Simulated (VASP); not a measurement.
# WS2 (P-3m1) in VASP: notebook

Aim: see how the results for WS2 move with the level of theory and the settings. Levels: PBE, r2SCAN. Tasks: single point.

Everything below comes from runs of VASP 6.6.1. Logs are shortened: lines on timing, memory, paths and dates and some standing lists are left out, and cuts for length are marked.

## Step 1: The cell of the first run

The structure is trigonal, space group P-3m1 (No. 164). Conventional cell: a = 3.229 Å, b = 3.229 Å, c = 5.994 Å, α = 90.00°, β = 90.00°, γ = 120.00°. Within 3.2 Å of W (site symmetry -3m) lie 6 S at 2.42 Å. S (site symmetry 3m) has 3 W at 2.42 Å within 3.2 Å.

## Step 2: Single point, PBE

Contents of INCAR:

```
SYSTEM = WS2
ALGO = Normal
EDIFF = 1E-6
ENCUT = 520
GGA = PE
ISIF = 2
ISMEAR = 1
LASPH = .TRUE.
LCHARG = .FALSE.
LREAL = .FALSE.
LWAVE = .FALSE.
NBANDS = 20
NELM = 80
PREC = Accurate
SIGMA = 0.2
```

Contents of KPOINTS:

```
k-points
0
G
  6 6 4
  0 0 0
```

Contents of POSCAR:

```
WS2
1.0
    3.2287644061      0.0000000000      0.0000000000
   -1.6143822031      2.7961919985      0.0000000000
    0.0000000000      0.0000000000      5.9936451124
W S
1 2
Direct
    0.0000000000      0.0000000000      0.0000000000
    0.3333333333      0.6666666667      0.2566832689
    0.6666666667      0.3333333333      0.7433167311
```

Potentials or basis: VASP PAW PBE potentials, release 64 (W_sv, S).

Started as:

```sh
$ cat potpaw_PBE.64/W_sv/POTCAR potpaw_PBE.64/S/POTCAR > POTCAR
$ mpirun -np 1 vasp_std > vasp.out
```

OUTCAR:

```text
SYSTEM = WS2
   EDIFF = 1E-6
   ENCUT = 520
   GGA = PE
   ISIF = 2
   ISMEAR = 1
   LASPH = .TRUE.
   LREAL = .FALSE.
   NELM = 80
   PREC = Accurate

 ion  position               nearest neighbor table
   1  0.000  0.000  0.000-   2 2.42   3 2.42   3 2.42   2 2.42   3 2.42   2 2.42
   2  0.333  0.667  0.257-   1 2.42   1 2.42   1 2.42
   3  0.667  0.333  0.743-   1 2.42   1 2.42   1 2.42

  LATTYP: Found a hexagonal cell.
 ALAT       =     3.2287644061
 C/A-ratio  =     1.8563277956

  Lattice vectors:

 A1 = (   3.2287644061,   0.0000000000,   0.0000000000)
 A2 = (  -1.6143822031,   2.7961919985,   0.0000000000)
 A3 = (   0.0000000000,   0.0000000000,   5.9936451124)

Analysis of symmetry for initial positions (statically):
=====================================================================
 Subroutine PRICEL returns:
 Original cell was already a primitive cell.

 Routine SETGRP: Setting up the symmetry group for a
 hexagonal supercell.

 Subroutine GETGRP returns: Found 12 space group operations
 (whereof 12 operations were pure point group operations)
 out of a pool of 24 trial point group operations.

The static configuration has the point symmetry D_3d.

Analysis of symmetry for dynamics (positions and initial velocities):
=====================================================================
 Subroutine PRICEL returns:
 Original cell was already a primitive cell.

 Routine SETGRP: Setting up the symmetry group for a
 hexagonal supercell.

 Subroutine GETGRP returns: Found 12 space group operations
 (whereof 12 operations were pure point group operations)
 out of a pool of 24 trial point group operations.

The dynamic configuration has the point symmetry D_3d.

 Subroutine INISYM returns: Found 12 space group operations
 (whereof 12 operations are pure point group operations),
 and found     1 'primitive' translations

----------------------------------------------------------------------------------------

                                     Primitive cell

  volume of cell :      54.1121

  direct lattice vectors                    reciprocal lattice vectors
     3.228764406  0.000000000  0.000000000     0.309716001  0.178814617  0.000000000
    -1.614382203  2.796191998  0.000000000     0.000000000  0.357629233  0.000000000
     0.000000000  0.000000000  5.993645112     0.000000000  0.000000000  0.166843378

  length of vectors
     3.228764406  3.228764406  5.993645112     0.357629233  0.357629233  0.166843378

  position of ions in fractional coordinates (direct lattice)
     0.000000000  0.000000000  0.000000000
     0.333333333  0.666666667  0.256683269
     0.666666667  0.333333333  0.743316731

  ion indices of the primitive-cell ions
   primitive index   ion index
                 1           1
                 2           2
                 3           3

----------------------------------------------------------------------------------------

 KPOINTS: k-points

Automatic generation of k-mesh.
 Grid dimensions read from file:
 generate k-points for:    6    6    4

 Generating k-lattice:

  Cartesian coordinates                     Fractional coordinates (reciprocal lattice)
     0.051619333  0.029802436  0.000000000     0.166666667  0.000000000  0.000000000
     0.000000000  0.059604872  0.000000000     0.000000000  0.166666667  0.000000000
     0.000000000  0.000000000  0.041710845     0.000000000  0.000000000  0.250000000

  Length of vectors
     0.059604872  0.059604872  0.041710845

  Shift w.r.t. Gamma in fractional coordinates (k-lattice)
     0.000000000  0.000000000  0.000000000

 Subroutine IBZKPT returns following result:
 ===========================================

 Found     24 irreducible k-points:

 Following reciprocal coordinates:
            Coordinates               Weight
  0.000000  0.000000  0.000000      1.000000
  0.166667 -0.000000  0.000000      6.000000
  0.333333 -0.000000  0.000000      6.000000
  0.500000 -0.000000  0.000000      3.000000
  0.166667  0.166667  0.000000      6.000000
  0.333333  0.166667  0.000000     12.000000
[... 16 lines left out ...]
  0.333333  0.166667  0.500000     12.000000
  0.333333  0.333333  0.500000      2.000000
   k-points           NKPTS =     24   k-points in BZ     NKDIM =     24   number of bands    NBANDS=     20
   number of dos      NEDOS =    301   number of ions     NIONS =      3
   total plane-waves  NPLWV =  27648
   dimension x,y,z NGX =    24 NGY =   24 NGZ =   48
   dimension x,y,z NGXF=    48 NGYF=   48 NGZF=   96
   ions per type =               1   2
   NGX,Y,Z   is equivalent  to a cutoff of  12.36, 12.36, 13.31 a.u.
   NGXF,Y,Z  is equivalent  to a cutoff of  24.71, 24.71, 26.63 a.u.
 SYSTEM =  WS2
   PREC   = accura    normal or accurate (medium, high low for compatibility)
   ISTART =      0    job   : 0-new  1-cont  2-samecut
   ICHARG =      2    charge: 1-file 2-atom 10-const
   ISPIN  =      1    spin polarized calculation?
   LNONCOLLINEAR =      F non collinear calculations
   LSORBIT =      F    spin-orbit coupling
   LASPH  =      T    aspherical Exc in radial PAW
   ENCUT  =  520.0 eV  38.22 Ry    6.18 a.u.   6.00  6.00 11.14*2*pi/ulx,y,z
   NELM   =     80;   NELMIN=  2; NELMDL= -5     # of ELM steps
   EDIFF  = 0.1E-05   stopping-criterion for ELM
   LREAL  =      F    real-space projection
   EDIFFG = 0.1E-04   stopping-criterion for IOM
   NSW    =      0    number of steps for IOM
   IBRION =     -1    ionic relax: 0-MD 1-quasi-New 2-CG
   NFREE  =      0    steps in history (QN), initial steepest desc. (CG)
   ISIF   =      2    stress and relaxation
   ISYM   =      2    0-nonsym 1-usesym 2-fastsym
   POTIM  = 0.5000    time-step for ionic-motion
   TEBEG  =    0.0;   TEEND  =   0.0 temperature during run
   PSTRESS=    0.0 pullay stress
   NELECT =      26.0000    total number of electrons
   NUPDOWN=      -1.0000    fix difference up-down
   EMIN   =  10.00;   EMAX   =-10.00  energy-range for DOS
   EFERMI =   0.00;   METHOD = LEGACY
   ISMEAR =     1;   SIGMA  =   0.20  broadening in eV -4-tet -1-fermi 0-gaus
   EFERMI_NEDOS =   21; number of points for ismear=-14 and -15
   IALGO  =     38    algorithm
   IMIX   =      4    mixing-type and parameters
     AMIX     =   0.40;   BMIX     =  1.00
     AMIX_MAG =   1.60;   BMIX_MAG =  1.00
  volume/ion in A,a.u.               =      18.04       121.72
  Fermi-wavevector in a.u.,A,eV,Ry     =   1.282236  2.423074 22.369721  1.644128
  Thomas-Fermi vector in A             =   2.414559
   LORBIT       =      0    0 simple, 1 ext, 2 COOP (PROOUT), +10 PAW based schemes
   GGA     = PE    functional components
   LHFCALC =     F    Hartree Fock is set to
   AEXX    =    0.0000 exact exchange contribution
   IVDW    =     0    specifies the selected vdW correction
   LEPSILON=     F    determine dielectric tensor
   LRPA    =     F    only Hartree local field effects (RPA)
 non-spin polarized calculation
 Methfessel and Paxton  Order N= 1 SIGMA  =   0.20
  energy-cutoff  :      520.00
  volume of cell :       54.11
 maximum number of plane-waves:      1506
   NGX = 13   NGY = 13   NGZ = 23

 number of electron      26.0000002 magnetization

 Free energy of the ion-electron system (eV)
  ---------------------------------------------------
  ext. energy  EPLUGINS =         0.00000000
  ---------------------------------------------------
  free energy    TOTEN  =       -22.77897576 eV

  energy without entropy =      -22.78598172  energy(sigma->0) =      -22.78131108

 E-fermi :   7.3873     XC(G=0): -10.8903

 val. band max:        7.2541069274   @ k =   0.0000   0.0000   0.2500
 cond. band min:       7.5072891895   @ k =   0.1667   0.1667   0.5000
 fundamental gap:      0.2531822621
 Fermi energy:         7.3873047910

 k-point     1 :       0.0000    0.0000    0.0000
  band No.  band energies     occupation
      1     -67.4527      2.00000
      2     -31.6193      2.00000
      3     -31.6193      2.00000
      4     -31.5641      2.00000
      5      -8.1040      2.00000
      6      -6.1398      2.00000
[... 12 lines left out ...]
     19      13.1449      0.00000
     20      16.6414      0.00000

 k-point     2 :       0.1667   -0.0000    0.0000
  band No.  band energies     occupation
      1     -67.4492      2.00000
      2     -31.6926      2.00000
      3     -31.6365      2.00000
      4     -31.5508      2.00000
      5      -7.6540      2.00000
      6      -6.0805      2.00000
[... 12 lines left out ...]
     19      14.6299      0.00000
     20      16.2293      0.00000

 k-point     3 :       0.3333   -0.0000    0.0000
  band No.  band energies     occupation
      1     -67.4424      2.00000
      2     -31.8363      2.00000
      3     -31.6707      2.00000
      4     -31.5241      2.00000
      5      -6.6130      2.00000
      6      -5.9021      2.00000
[... 12 lines left out ...]
     19      14.1466      0.00000
     20      15.6304      0.00000

 k-point     4 :       0.5000   -0.0000    0.0000
  band No.  band energies     occupation
      1     -67.4390      2.00000
      2     -31.9067      2.00000
      3     -31.6876      2.00000
      4     -31.5107      2.00000
      5      -6.1870      2.00000
      6      -5.5063      2.00000
[... 12 lines left out ...]
     19      14.2088      0.00000
     20      15.8336      0.00000

 k-point     5 :       0.1667    0.1667    0.0000
  band No.  band energies     occupation
      1     -67.4441      2.00000
      2     -31.7869      2.00000
      3     -31.6762      2.00000
      4     -31.5308      2.00000
      5      -6.8781      2.00000
      6      -5.9804      2.00000
[... 12 lines left out ...]
     19      15.6038      0.00000
     20      16.1489      0.00000

 k-point     6 :       0.3333    0.1667    0.0000
  band No.  band energies     occupation
      1     -67.4390      2.00000
      2     -31.8702      2.00000
      3     -31.7253      2.00000
      4     -31.5107      2.00000
      5      -6.0399      2.00000
      6      -5.6935      2.00000
[... 12 lines left out ...]
     19      14.6295      0.00000
     20      15.7689      0.00000

 k-point     7 :       0.3333    0.3333    0.0000
  band No.  band energies     occupation
      1     -67.4373      2.00000
      2     -31.8202      2.00000
      3     -31.8202      2.00000
      4     -31.5041      2.00000
      5      -5.6481      2.00000
      6      -5.6481      2.00000
[... 12 lines left out ...]
     19      16.7962      0.00000
     20      16.7962      0.00000
[... 277 lines left out ...]
 k-point    20 :       0.3333   -0.0000    0.5000
  band No.  band energies     occupation
      1     -67.4424      2.00000
      2     -31.8362      2.00000
      3     -31.6707      2.00000
      4     -31.5241      2.00000
      5      -6.4884      2.00000
      6      -6.0426      2.00000
[... 12 lines left out ...]
     19      13.4194      0.00000
     20      15.9819      0.00000

 k-point    21 :       0.5000   -0.0000    0.5000
  band No.  band energies     occupation
      1     -67.4390      2.00000
      2     -31.9067      2.00000
      3     -31.6876      2.00000
      4     -31.5107      2.00000
      5      -6.2890      2.00000
      6      -5.3525      2.00000
[... 12 lines left out ...]
     19      13.2745      0.00000
     20      13.7434      0.00000

 k-point    22 :       0.1667    0.1667    0.5000
  band No.  band energies     occupation
      1     -67.4441      2.00000
      2     -31.7869      2.00000
      3     -31.6762      2.00000
      4     -31.5308      2.00000
      5      -6.6142      2.00000
      6      -6.3004      2.00000
[... 12 lines left out ...]
     19      15.7752      0.00000
     20      16.1216      0.00000

 k-point    23 :       0.3333    0.1667    0.5000
  band No.  band energies     occupation
      1     -67.4390      2.00000
      2     -31.8702      2.00000
      3     -31.7253      2.00000
      4     -31.5108      2.00000
      5      -6.1057      2.00000
      6      -5.6104      2.00000
[... 12 lines left out ...]
     19      13.9254      0.00000
     20      15.7894      0.00000

 k-point    24 :       0.3333    0.3333    0.5000
  band No.  band energies     occupation
      1     -67.4373      2.00000
      2     -31.8202      2.00000
      3     -31.8202      2.00000
      4     -31.5041      2.00000
      5      -5.6550      2.00000
      6      -5.6550      2.00000
[... 12 lines left out ...]
     19      14.9838      0.00000
     20      15.3830      0.00000

------------------------ aborting loop because EDIFF is reached ----------------------------------------

  FORCE on cell =-STRESS in cart. coord.  units (eV):
  Direction    XX          YY          ZZ          XY          YZ          ZX
  --------------------------------------------------------------------------------------
  -------------------------------------------------------------------------------------
  Total        0.6627985      0.6627985      1.7349968     -0.0000000      0.0000000     -0.0000000
  in kB       19.6244607     19.6244607     51.3706292     -0.0000000      0.0000000     -0.0000000
  external PRESSURE =      30.2065168 kB  Pullay stress =       0.0000000 kB

 VOLUME and BASIS-vectors are now :
 -----------------------------------------------------------------------------
  energy-cutoff  :      520.00
  volume of cell :       54.11
      direct lattice vectors                 reciprocal lattice vectors
     3.228764406  0.000000000  0.000000000     0.309716001  0.178814617  0.000000000
    -1.614382203  2.796191998  0.000000000     0.000000000  0.357629233  0.000000000
     0.000000000  0.000000000  5.993645112     0.000000000  0.000000000  0.166843378

 POSITION                                       TOTAL-FORCE (eV/Angst)
 -----------------------------------------------------------------------------------
      0.00000      0.00000      0.00000         0.000000      0.000000      0.000000
     -0.00000      1.86413      1.53847        -0.000000     -0.000000      0.254855
      1.61438      0.93206      4.45518        -0.000000      0.000000     -0.254855
 -----------------------------------------------------------------------------------
    total drift:                                0.000000      0.000000      0.000000

  FREE ENERGIE OF THE ION-ELECTRON SYSTEM (eV)
  ---------------------------------------------------
  free  energy   TOTEN  =       -22.7789757576 eV

  energy  without entropy=      -22.7859817200  energy(sigma->0) =      -22.78131108
```

Wall time 22 s (1 thread of Intel Xeon 6975P-C, shared host); peak memory 0.18 GiB.

Results:

```yaml
Free_energy: -22.7790 eV
Pressure: 3.0 GPa
Largest_force: 0.255 eV/Å
Band_gap_on_the_k_mesh: zero (band 13 reaches 8.20 eV, above the bottom of band 14 at 6.75 eV)
```

Forces on the atoms (eV/Å):
```
W    0.000  0.000  0.000
S    0.000  0.000  0.255
S    0.000  0.000 -0.255
```

Stress tensor (GPa, compression positive):
```
1.96 0.00 0.00
0.00 1.96 0.00
0.00 0.00 5.14
```

Caveat: the k points lie up to 0.37 Å⁻¹ apart; spin-orbit coupling is left out, which moves the levels of the heavy elements; this functional lacks dispersion, which binds the layers, so the pressure and a relaxed spacing across them are unreliable.

(Continued in part 2 of 3.)
